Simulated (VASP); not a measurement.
# HfC5 (Pmmm) in VASP: a series of runs

The runs below take HfC5 through single point, with PBE.

All numbers are computed with VASP 6.6.1; they aren't measurements. Logs are shortened: lines on timing, memory, paths and dates and some standing lists are left out, and cuts for length are marked.

### 1 The cell of the first run

The structure is orthorhombic, space group Pmmm (No. 47). Conventional cell: a = 4.325 Å, b = 4.797 Å, c = 8.238 Å, α = 90.00°, β = 90.00°, γ = 90.00°. Within 2.9 Å of Hf (site symmetry mmm) lie 4 C at 2.16 to 2.40 Å. Within 2.9 Å of Hf (site symmetry mmm) lie 4 C at 2.16 to 2.40 Å. Within 1.9 Å of C (site symmetry 2mm) lie 3 C at 1.40 to 1.43 Å. Within 1.9 Å of C (site symmetry m) lie 3 C at 1.40 to 1.43 Å. Within 1.9 Å of C (site symmetry 2mm) lie 3 C at 1.40 to 1.43 Å. Within 2.9 Å of C (site symmetry mmm) lie 4 Hf at 2.16 to 2.40 Å. Within 2.9 Å of C (site symmetry mmm) lie 4 Hf at 2.16 to 2.40 Å.

### 2 Single point, PBE

File INCAR:

```
ALGO     = Normal         # electronic algorithm
EDIFF    = 1E-6           # SCF threshold, eV
ENCUT    = 520            # plane-wave cutoff, eV
GGA      = PE             # functional
ISIF     = 2              # what is computed and relaxed
ISMEAR   = 0              # smearing method
LASPH    = T              # aspherical terms in the spheres
LCHARG   = F              # write CHGCAR
LREAL    = F              # projectors in reciprocal space
LWAVE    = F              # write WAVECAR
NBANDS   = 42             # bands
NELM     = 100            # most SCF steps
PREC     = Accurate       # precision mode
SIGMA    = 0.1            # smearing width, eV
```

File KPOINTS:

```
k-points
0
Gamma
  8 6 4
```

File POSCAR:

```
HfC5
1.0
    4.3254248063      0.0000000000      0.0000000000
    0.0000000000      4.7969914885      0.0000000000
    0.0000000000      0.0000000000      8.2381556379
Hf C
2 10
Direct
    0.0000000000      0.0000000000      0.5000000000
    0.5000000000      0.5000000000      0.5000000000
    0.3344086786      0.5000000000      0.0000000000
    0.1655353422      0.7501531617      0.0000000000
    0.3344716725      0.0000000000      0.0000000000
    0.1655353422      0.2498468383      0.0000000000
    0.6655913214      0.5000000000      0.0000000000
    0.8344646578      0.2498468383      0.0000000000
    0.6655283275      0.0000000000      0.0000000000
    0.8344646578      0.7501531617      0.0000000000
    0.5000000000      0.0000000000      0.5000000000
    0.0000000000      0.5000000000      0.5000000000
```

Potentials or basis: VASP PAW PBE potentials, release 64 (Hf_pv, C).

The run is started by

```console
cat potpaw_PBE.64/Hf_pv/POTCAR potpaw_PBE.64/C/POTCAR > POTCAR
mpirun -np 1 vasp_std > vasp.out
```

OUTCAR:

```text
EDIFF = 1E-6
   ENCUT = 520
   GGA = PE
   ISIF = 2
   ISMEAR = 0
   LASPH = T
   LREAL = F
   NELM = 100
   PREC = Accurate

 ion  position               nearest neighbor table
   1  0.000  0.000  0.500-  11 2.16  11 2.16  12 2.40  12 2.40   2 3.23   2 3.23   2 3.23   2 3.23

   2  0.500  0.500  0.500-  12 2.16  12 2.16  11 2.40  11 2.40   1 3.23   1 3.23   1 3.23   1 3.23

   3  0.334  0.500  0.000-   4 1.40   6 1.40   7 1.43
   4  0.166  0.750  0.000-   5 1.40   3 1.40  10 1.43
   5  0.334  0.000  0.000-   4 1.40   6 1.40   9 1.43
   6  0.166  0.250  0.000-   5 1.40   3 1.40   8 1.43
   7  0.666  0.500  0.000-   8 1.40  10 1.40   3 1.43
   8  0.834  0.250  0.000-   9 1.40   7 1.40   6 1.43
   9  0.666  0.000  0.000-   8 1.40  10 1.40   5 1.43
  10  0.834  0.750  0.000-   9 1.40   7 1.40   4 1.43
  11  0.500  0.000  0.500-   1 2.16   1 2.16   2 2.40   2 2.40
  12  0.000  0.500  0.500-   2 2.16   2 2.16   1 2.40   1 2.40

  LATTYP: Found a simple orthorhombic cell.
 ALAT       =     4.3254248063
 B/A-ratio  =     1.1090220506
 C/A-ratio  =     1.9045887992

  Lattice vectors:

 A1 = (   4.3254248063,   0.0000000000,   0.0000000000)
 A2 = (   0.0000000000,   4.7969914885,   0.0000000000)
 A3 = (   0.0000000000,   0.0000000000,   8.2381556379)

Analysis of symmetry for initial positions (statically):
=====================================================================
 Subroutine PRICEL returns:
 Original cell was already a primitive cell.

 Routine SETGRP: Setting up the symmetry group for a
 simple orthorhombic supercell.

 Subroutine GETGRP returns: Found  8 space group operations
 (whereof  8 operations were pure point group operations)
 out of a pool of  8 trial point group operations.

The static configuration has the point symmetry D_2h.

Analysis of symmetry for dynamics (positions and initial velocities):
=====================================================================
 Subroutine PRICEL returns:
 Original cell was already a primitive cell.

 Routine SETGRP: Setting up the symmetry group for a
 simple orthorhombic supercell.

 Subroutine GETGRP returns: Found  8 space group operations
 (whereof  8 operations were pure point group operations)
 out of a pool of  8 trial point group operations.

The dynamic configuration has the point symmetry D_2h.

 Subroutine INISYM returns: Found  8 space group operations
 (whereof  8 operations are pure point group operations),
 and found     1 'primitive' translations

----------------------------------------------------------------------------------------

                                     Primitive cell

  volume of cell :     170.9337

  direct lattice vectors                    reciprocal lattice vectors
     4.325424806  0.000000000  0.000000000     0.231191165  0.000000000  0.000000000
     0.000000000  4.796991488  0.000000000     0.000000000  0.208463993  0.000000000
     0.000000000  0.000000000  8.238155638     0.000000000  0.000000000  0.121386393

  length of vectors
     4.325424806  4.796991488  8.238155638     0.231191165  0.208463993  0.121386393

  position of ions in fractional coordinates (direct lattice)
     0.000000000  0.000000000  0.500000000
     0.500000000  0.500000000  0.500000000
     0.334408679  0.500000000  0.000000000
     0.165535342  0.750153162  0.000000000
     0.334471673  0.000000000  0.000000000
     0.165535342  0.249846838  0.000000000
     0.665591321  0.500000000  0.000000000
     0.834464658  0.249846838  0.000000000
     0.665528327  0.000000000  0.000000000
     0.834464658  0.750153162  0.000000000
     0.500000000  0.000000000  0.500000000
     0.000000000  0.500000000  0.500000000

  ion indices of the primitive-cell ions
   primitive index   ion index
                 1           1
                 2           2
                 3           3
                 4           4
                 5           5
                 6           6
                 7           7
                 8           8
                 9           9
                10          10
                11          11
                12          12

----------------------------------------------------------------------------------------

 KPOINTS: k-points

Automatic generation of k-mesh.
 Grid dimensions read from file:
 generate k-points for:    8    6    4

 Generating k-lattice:

  Cartesian coordinates                     Fractional coordinates (reciprocal lattice)
     0.028898896  0.000000000  0.000000000     0.125000000  0.000000000  0.000000000
     0.000000000  0.034743999  0.000000000     0.000000000  0.166666667  0.000000000
     0.000000000  0.000000000  0.030346598     0.000000000  0.000000000  0.250000000

  Length of vectors
     0.028898896  0.034743999  0.030346598

  Shift w.r.t. Gamma in fractional coordinates (k-lattice)
     0.000000000  0.000000000  0.000000000

 Subroutine IBZKPT returns following result:
 ===========================================

 Found     60 irreducible k-points:

 Following reciprocal coordinates:
            Coordinates               Weight
  0.000000  0.000000  0.000000      1.000000
  0.125000  0.000000  0.000000      2.000000
  0.250000  0.000000  0.000000      2.000000
  0.375000  0.000000  0.000000      2.000000
  0.500000  0.000000  0.000000      1.000000
  0.000000  0.166667  0.000000      2.000000
[... 16 lines left out ...]
  0.250000  0.000000  0.250000      4.000000
  0.375000  0.000000  0.250000      4.000000
 [... further k-points ...]
   k-points           NKPTS =     60   k-points in BZ     NKDIM =     60   number of bands    NBANDS=     42
   number of dos      NEDOS =    301   number of ions     NIONS =     12
   total plane-waves  NPLWV =  73728
   dimension x,y,z NGX =    32 NGY =   36 NGZ =   64
   dimension x,y,z NGXF=    64 NGYF=   72 NGZF=  128
   ions per type =               2  10
   NGX,Y,Z   is equivalent  to a cutoff of  12.30, 12.48, 12.92 a.u.
   NGXF,Y,Z  is equivalent  to a cutoff of  24.60, 24.95, 25.83 a.u.
 SYSTEM =  unknown system
   PREC   = accura    normal or accurate (medium, high low for compatibility)
   ISTART =      0    job   : 0-new  1-cont  2-samecut
   ICHARG =      2    charge: 1-file 2-atom 10-const
   ISPIN  =      1    spin polarized calculation?
   LNONCOLLINEAR =      F non collinear calculations
   LSORBIT =      F    spin-orbit coupling
   LASPH  =      T    aspherical Exc in radial PAW
   ENCUT  =  520.0 eV  38.22 Ry    6.18 a.u.   8.04  8.92 15.32*2*pi/ulx,y,z
   NELM   =    100;   NELMIN=  2; NELMDL= -5     # of ELM steps
   EDIFF  = 0.1E-05   stopping-criterion for ELM
   LREAL  =      F    real-space projection
   EDIFFG = 0.1E-04   stopping-criterion for IOM
   NSW    =      0    number of steps for IOM
   IBRION =     -1    ionic relax: 0-MD 1-quasi-New 2-CG
   NFREE  =      0    steps in history (QN), initial steepest desc. (CG)
   ISIF   =      2    stress and relaxation
   ISYM   =      2    0-nonsym 1-usesym 2-fastsym
   POTIM  = 0.5000    time-step for ionic-motion
   TEBEG  =    0.0;   TEEND  =   0.0 temperature during run
   PSTRESS=    0.0 pullay stress
   NELECT =      60.0000    total number of electrons
   NUPDOWN=      -1.0000    fix difference up-down
   EMIN   =  10.00;   EMAX   =-10.00  energy-range for DOS
   EFERMI =   0.00;   METHOD = LEGACY
   ISMEAR =     0;   SIGMA  =   0.10  broadening in eV -4-tet -1-fermi 0-gaus
   EFERMI_NEDOS =   21; number of points for ismear=-14 and -15
   IALGO  =     38    algorithm
   IMIX   =      4    mixing-type and parameters
     AMIX     =   0.40;   BMIX     =  1.00
     AMIX_MAG =   1.60;   BMIX_MAG =  1.00
  volume/ion in A,a.u.               =      14.24        96.13
  Fermi-wavevector in a.u.,A,eV,Ry     =   1.154825  2.182302 18.144999  1.333620
  Thomas-Fermi vector in A             =   2.291458
   LORBIT       =      0    0 simple, 1 ext, 2 COOP (PROOUT), +10 PAW based schemes
   GGA     = PE    functional components
   LHFCALC =     F    Hartree Fock is set to
   AEXX    =    0.0000 exact exchange contribution
   IVDW    =     0    specifies the selected vdW correction
   LEPSILON=     F    determine dielectric tensor
   LRPA    =     F    only Hartree local field effects (RPA)
 non-spin polarized calculation
 Gauss-broadening in eV      SIGMA  =   0.10
  energy-cutoff  :      520.00
  volume of cell :      170.93
 maximum number of plane-waves:      4640
   NGX = 17   NGY = 17   NGZ = 31

 number of electron      60.0000001 magnetization

 Free energy of the ion-electron system (eV)
  ---------------------------------------------------
  ext. energy  EPLUGINS =         0.00000000
  ---------------------------------------------------
  free energy    TOTEN  =      -109.49911882 eV

  energy without entropy =     -109.49346500  energy(sigma->0) =     -109.49629191

 E-fermi :   3.0127     XC(G=0):  -9.1354

 val. band max:        2.9997888022   @ k =   0.2500   0.0000   0.0000
 cond. band min:       3.1253776219   @ k =   0.2500   0.1667   0.0000
 fundamental gap:      0.1255888197
 Fermi energy:         3.0127117760

 k-point     1 :       0.0000    0.0000    0.0000
  band No.  band energies     occupation
      1     -28.2279      2.00000
      2     -28.1595      2.00000
      3     -27.6595      2.00000
      4     -27.5133      2.00000
      5     -27.2919      2.00000
      6     -27.2239      2.00000
[... 34 lines left out ...]
     41       6.7465      0.00000
     42       8.4898      0.00000
[... 994 lines left out ...]
      2     -28.1787      2.00000
      3     -27.5470      2.00000
      4     -27.4449      2.00000
      5     -27.4062      2.00000
      6     -27.3347      2.00000
[... 34 lines left out ...]
     41       8.1247      0.00000
     42       8.8894      0.00000

 [... further k-points ...]

------------------------ aborting loop because EDIFF is reached ----------------------------------------

  FORCE on cell =-STRESS in cart. coord.  units (eV):
  Direction    XX          YY          ZZ          XY          YZ          ZX
  --------------------------------------------------------------------------------------
  -------------------------------------------------------------------------------------
  Total        0.0982341      0.0735201     -0.0356592      0.0000000      0.0000000      0.0000000
  in kB        0.9207572      0.6891103     -0.3342370      0.0000000      0.0000000      0.0000000
  external PRESSURE =       0.4252102 kB  Pullay stress =       0.0000000 kB

 VOLUME and BASIS-vectors are now :
 -----------------------------------------------------------------------------
  energy-cutoff  :      520.00
  volume of cell :      170.93
      direct lattice vectors                 reciprocal lattice vectors
     4.325424806  0.000000000  0.000000000     0.231191165  0.000000000  0.000000000
     0.000000000  4.796991488  0.000000000     0.000000000  0.208463993  0.000000000
     0.000000000  0.000000000  8.238155638     0.000000000  0.000000000  0.121386393

 POSITION                                       TOTAL-FORCE (eV/Angst)
 -----------------------------------------------------------------------------------
      0.00000      0.00000      4.11908        -0.000000     -0.000000      0.000000
      2.16271      2.39850      4.11908        -0.000000     -0.000000      0.000000
      1.44646      2.39850      0.00000         0.007096     -0.000000      0.000000
      0.71601      3.59848      0.00000        -0.007469     -0.000223      0.000000
      1.44673      0.00000      0.00000         0.007440     -0.000000     -0.000000
      0.71601      1.19851      0.00000        -0.007469      0.000223      0.000000
      2.87897      2.39850      0.00000        -0.007096     -0.000000      0.000000
      3.60941      1.19851      0.00000         0.007469      0.000223     -0.000000
      2.87869      0.00000      0.00000        -0.007440     -0.000000      0.000000
      3.60941      3.59848      0.00000         0.007469     -0.000223     -0.000000
      2.16271      0.00000      4.11908        -0.000000     -0.000000      0.000000
      0.00000      2.39850      4.11908        -0.000000     -0.000000      0.000000
 -----------------------------------------------------------------------------------
    total drift:                                0.000000      0.000000      0.000000

  FREE ENERGIE OF THE ION-ELECTRON SYSTEM (eV)
  ---------------------------------------------------
  free  energy   TOTEN  =      -109.4991188201 eV

  energy  without entropy=     -109.4934650040  energy(sigma->0) =     -109.49629191
```

Run time: 4.2 min. Hardware: 1 thread of AMD EPYC 9R45 (Zen 5), shared host; peak memory 0.44 GiB.

Results:

```
Free energy            : -109.4991 eV
Pressure               : 0.0 GPa
Largest force          : 0.007 eV/Å
Band gap on the k mesh : zero (bands 30 and 31 overlap by 0.71 eV)
```

Forces on the atoms (eV/Å):
```
Hf   0.000  0.000  0.000
Hf   0.000  0.000  0.000
C    0.007  0.000  0.000
C   -0.007  0.000  0.000
C    0.007  0.000  0.000
C   -0.007  0.000  0.000
C   -0.007  0.000  0.000
C    0.007  0.000  0.000
C   -0.007  0.000  0.000
C    0.007  0.000  0.000
C    0.000  0.000  0.000
C    0.000  0.000  0.000
```

Stress tensor (GPa, compression positive):
```
 0.09  0.00  0.00
 0.00  0.07  0.00
 0.00  0.00 -0.03
```

Levels at points of the mesh, in eV from the Fermi level:
```csv
k point,band 28,band 29,band 30,band 31,band 32,band 33
"(0.00, 0.00, 0.00)",-0.35,-0.24,0.46,0.52,0.99,0.99
"(0.50, 0.00, 0.00)",-1.87,-1.81,-1.81,0.86,0.86,1.12
"(0.00, 0.50, 0.00)",-1.52,-0.60,-0.60,0.62,0.68,0.75
"(0.50, 0.50, 0.00)",-2.44,-2.36,-2.35,1.11,1.11,3.59
"(0.00, 0.00, 0.50)",-0.22,0.12,0.45,0.50,0.94,0.99
"(0.50, 0.00, 0.50)",-1.98,-1.81,-1.78,0.94,1.18,1.29
"(0.00, 0.50, 0.50)",-1.64,-0.58,-0.58,0.54,0.65,1.11
"(0.50, 0.50, 0.50)",-2.45,-2.44,-2.44,1.34,1.36,3.60
```

Caveat: spin-orbit coupling is left out, which moves the levels of the heavy elements.

### 3 Single point, PBE

File INCAR:

```
SYSTEM = HfC5
PREC     = Accurate       ! precision mode
ENCUT    = 520            ! plane-wave cutoff, eV
EDIFF    = 1E-7           ! SCF threshold, eV
ISMEAR   = 0              ! smearing method
SIGMA    = 0.1            ! smearing width, eV
LREAL    = .False.        ! projectors in reciprocal space
LASPH    = .True.         ! aspherical terms in the spheres
NELM     = 60             ! most SCF steps
ALGO     = Normal         ! electronic algorithm
ISIF     = 2              ! what is computed and relaxed
LWAVE    = .False.        ! write WAVECAR
LCHARG   = .True.         ! write CHGCAR
GGA      = PE             ! functional
LELF     = .True.         ! ELF
LVHAR    = .True.       
NBANDS   = 42             ! bands
```

File KPOINTS:

```
regular mesh
0
Gamma
  8 6 4
  0 0 0
```

POSCAR is that of step 2.

Potentials or basis: VASP PAW PBE potentials, release 64 (Hf_pv, C).

The run is started by

```console
cat potpaw_PBE.64/Hf_pv/POTCAR potpaw_PBE.64/C/POTCAR > POTCAR
mpirun -np 1 vasp_std > vasp.out
```

Wall time 4.3 min (1 thread of AMD EPYC 9R45 (Zen 5), shared host); peak memory 0.43 GiB.

It converged, with:

```yaml
Free_energy: -109.4991 eV
Pressure: 0.0 GPa
Largest_force: 0.007 eV/Å
Band_gap_on_the_k_mesh: zero (bands 30 and 31 overlap by 0.71 eV)
```

Forces on the atoms (eV/Å):
```
Hf   0.000  0.000  0.000
Hf   0.000  0.000  0.000
C    0.007  0.000  0.000
C   -0.007  0.000  0.000
C    0.007  0.000  0.000
C   -0.007  0.000  0.000
C   -0.007  0.000  0.000
C    0.007  0.000  0.000
C   -0.007  0.000  0.000
C    0.007  0.000  0.000
C    0.000  0.000  0.000
C    0.000  0.000  0.000
```

Stress tensor (GPa, compression positive):
```
 0.09  0.00  0.00
 0.00  0.07  0.00
 0.00  0.00 -0.03
```

Levels at points of the mesh, in eV from the Fermi level:
```
           k point  band 28  band 29  band 30  band 31  band 32  band 33
(0.00, 0.00, 0.00)    -0.35    -0.24     0.46     0.52     0.99     0.99
(0.50, 0.00, 0.00)    -1.87    -1.81    -1.81     0.86     0.86     1.12
(0.00, 0.50, 0.00)    -1.52    -0.60    -0.60     0.62     0.68     0.75
(0.50, 0.50, 0.00)    -2.44    -2.36    -2.35     1.11     1.11     3.59
(0.00, 0.00, 0.50)    -0.22     0.12     0.45     0.50     0.94     0.99
(0.50, 0.00, 0.50)    -1.98    -1.81    -1.78     0.94     1.18     1.29
(0.00, 0.50, 0.50)    -1.64    -0.58    -0.58     0.54     0.65     1.11
(0.50, 0.50, 0.50)    -2.45    -2.44    -2.44     1.34     1.36     3.60
```

Caveat: spin-orbit coupling is left out, which moves the levels of the heavy elements.
